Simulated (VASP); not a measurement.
Set up this calculation in VASP 6.6.1, as the native input.

```
Task                   : single point
Functional             : PBE
Potentials or basis    : VASP PAW PBE potentials, release 64 (Li_sv, H, C, N, Cl, O)
Cutoff                 : 520 eV
k mesh                 : 5 × 5 × 5
Occupations            : fermi-dirac, width 0.02 eV
Spin                   : no spin polarisation
Dipole correction      : no
Further INCAR settings : ALGO = Normal; EDIFF = 1e-06; NBANDS = 42
```

The structure of LiH3C3N3ClO3 lies in POSCAR:

```
LiH3C3N3ClO3
1.0
    3.8539500000      2.2250790699      3.1494333333
   -3.8539500000      2.2250790699      3.1494333333
    0.0000000000     -4.4501581399      3.1494333333
Li H C N Cl O
1 3 3 3 1 3
Direct
    0.8935570522      0.8935570522      0.8935570522
    0.4701276186      0.9345646756      0.4701276186
    0.4701276186      0.4701276186      0.9345646756
    0.9345646756      0.4701276186      0.4701276186
    0.1829994975      0.1829994975      0.4991906201
    0.4991906201      0.1829994975      0.1829994975
    0.1829994975      0.4991906201      0.1829994975
    0.3887882667      0.0876036429      0.3887882667
    0.3887882667      0.3887882667      0.0876036429
    0.0876036429      0.3887882667      0.3887882667
    0.6420367970      0.6420367970      0.6420367970
    0.0915172578      0.0915172578      0.6837152643
    0.6837152643      0.0915172578      0.0915172578
    0.0915172578      0.6837152643      0.0915172578
```

The input as run:

INCAR

```
PREC = Accurate
ENCUT = 520
EDIFF = 1E-6
ISMEAR = -1
SIGMA = 0.02
LREAL = False
LASPH = True
NELM = 60
ALGO = Normal
ISIF = 2
LWAVE = False
LCHARG = False
GGA = PE
NBANDS = 42
```

KPOINTS

```
regular mesh
0
Gamma
  5 5 5
```

Potentials or basis: VASP PAW PBE potentials, release 64 (Li_sv, H, C, N, Cl, O).

Command:

```console
$ cat potpaw_PBE.64/Li_sv/POTCAR potpaw_PBE.64/H/POTCAR potpaw_PBE.64/C/POTCAR potpaw_PBE.64/N/POTCAR potpaw_PBE.64/Cl/POTCAR potpaw_PBE.64/O/POTCAR > POTCAR
$ mpirun -np 1 vasp_std > vasp.out
```

It gave:

| Item | Value |
| --- | --- |
| Largest force | 0.408 eV/Å |
| Band gap on the k mesh | 4.69 eV, indirect (least direct gap 4.83 eV) |

It took 92 s on 1 thread of Intel(R) Xeon(R) Platinum 8488C (Sapphire Rapids), on a shared host, peak memory 0.33 GiB.
